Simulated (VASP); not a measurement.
Os: single point with r2SCAN

The system is Os.

```
Os
1.0
     2.82277    0.00000    0.00136
    -1.41139    2.44459    0.00000
     1.41240    0.81545    2.17722
Os
1
Direct
  0.00000 0.00000 0.00000
```

- Program: VASP 6.6.1
- Task: single point
- Functional: r2SCAN
- Potentials or basis: VASP PAW PBE potentials, release 64 (Os)
- Cutoff: 520 eV
- k mesh: 12 × 12 × 16
- Occupations: gaussian, width 0.1 eV
- Spin: no spin polarisation
- Dipole correction: no
- Further INCAR settings: ALGO = Normal; EDIFF = 1e-06; NBANDS = 10; ISYM = 0

| Quantity | Value |
| --- | --- |
| Pressure | -21.6 GPa |
| Band gap on the k mesh | zero (bands 4 and 5 overlap by 3.84 eV) |

Stress tensor (GPa, compression positive):
```
-32.69  -0.26  -0.06
 -0.26 -32.39  -0.03
 -0.06  -0.03   0.28
```

Levels at points of the mesh, in eV from the Fermi level:
```csv
k point,band 1,band 2,band 3,band 4,band 5,band 6,band 7,band 8,band 9
"(0.00, 0.00, 0.00)",-10.69,-3.21,-3.21,-2.16,0.04,0.05,14.91,20.10,20.10
"(0.50, 0.00, 0.00)",-7.21,-6.54,2.04,2.27,2.83,3.03,11.67,11.83,13.15
"(0.00, 0.50, 0.00)",-7.47,-3.45,-2.39,-0.43,1.82,2.45,8.33,14.72,20.18
"(0.50, 0.50, 0.00)",-7.47,-3.45,-2.39,-0.43,1.82,2.45,8.33,14.72,20.18
"(0.00, 0.00, 0.50)",-7.31,-3.18,-3.18,0.41,2.47,2.48,9.44,14.02,19.89
"(0.50, 0.00, 0.50)",-7.47,-3.46,-2.37,-0.44,1.82,2.44,8.31,14.72,20.19
"(0.00, 0.50, 0.50)",-7.21,-6.55,2.05,2.25,2.83,3.03,11.67,11.81,13.18
"(0.50, 0.50, 0.50)",-7.21,-6.55,2.05,2.25,2.83,3.03,11.67,11.81,13.18
```

It took 2.6 min on 1 thread of Intel(R) Xeon(R) 6975P-C (Granite Rapids), on a shared host, peak memory 0.29 GiB.

Caveat: the cell stands under tension; the PAW data sets were made with another functional, which shifts forces and pressure a little; spin-orbit coupling is left out, which moves the levels of the heavy elements.
